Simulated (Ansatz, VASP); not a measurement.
AgCl in VASP and in Ansatz

File INCAR:

```
SYSTEM = AgCl
PREC     = Accurate       ! precision mode
ENCUT    = 520            ! plane-wave cutoff, eV
EDIFF    = 1E-6           ! SCF threshold, eV
ISMEAR   = 0              ! smearing method
SIGMA    = 0.05           ! smearing width, eV
LREAL    = .FALSE.        ! projectors in reciprocal space
LASPH    = .TRUE.         ! aspherical terms in the spheres
NELM     = 80             ! most SCF steps
ALGO     = Normal         ! electronic algorithm
ISIF     = 2              ! what is computed and relaxed
LWAVE    = .FALSE.        ! write WAVECAR
LCHARG   = .FALSE.        ! write CHGCAR
GGA      = PE             ! functional
NBANDS   = 16             ! bands
```

Contents of KPOINTS:

```
Automatic mesh
0
G
  10 10 10
  0 0 0
```

The input POSCAR:

```
AgCl
1.0
    3.4987033910      0.0000000000      0.0000000000
    0.0000000000      3.4987033910      0.0000000000
    0.0000000000      0.0000000000      3.4987033910
Ag Cl
1 1
Direct
    0.0000000000      0.0000000000      0.0000000000
    0.5000000000      0.5000000000      0.5000000000
```

Input for Ansatz:

```yaml
crystal:
  lattice:
    - [3.498703391, 0.0, 0.0]
    - [0.0, 3.498703391, 0.0]
    - [0.0, 0.0, 3.498703391]
  atoms:
    - { symbol: Ag, position: [0.0, 0.0, 0.0] }
    - { symbol: Cl, position: [0.5, 0.5, 0.5] }
basis:
  ecutwfc: 420
kpoints:
  mp_grid: { grid: [10, 10, 10] }
hamiltonian:
  xc: pbe
scf:
  occupations: { method: gaussian, width: 0.05 }
output:
  forces: true
  stress: true
  eigenvalues: true
```

Alike in both runs: task single point; functional PBE; k mesh 10 × 10 × 10; occupations gaussian, width 0.05 eV; no spin polarisation.

|  | VASP | Ansatz |
| --- | --- | --- |
| version | VASP 6.6.1 | Ansatz 0.2.0 |
| potentials or method | VASP PAW PBE potentials, release 64 (Ag, Cl), cutoff 520 eV | scalar-relativistic, plane waves, PAW |
| valence electrons in the cell | 18 | 26 |

|  | VASP | Ansatz | Ansatz less VASP |
| --- | --- | --- | --- |
| gap on the k mesh at the Fermi level (eV) | 0.57 | 0.57 | 0.000 |
| least direct gap on the mesh (eV) | 1.89 | 1.89 | 0.000 |
| pressure (GPa) | -2.5 | -2.4 | +0.11 |

VASP's potentials hold 18 valence electrons a cell and Ansatz's 26, so a difference there can come from the potentials and not from the codes.
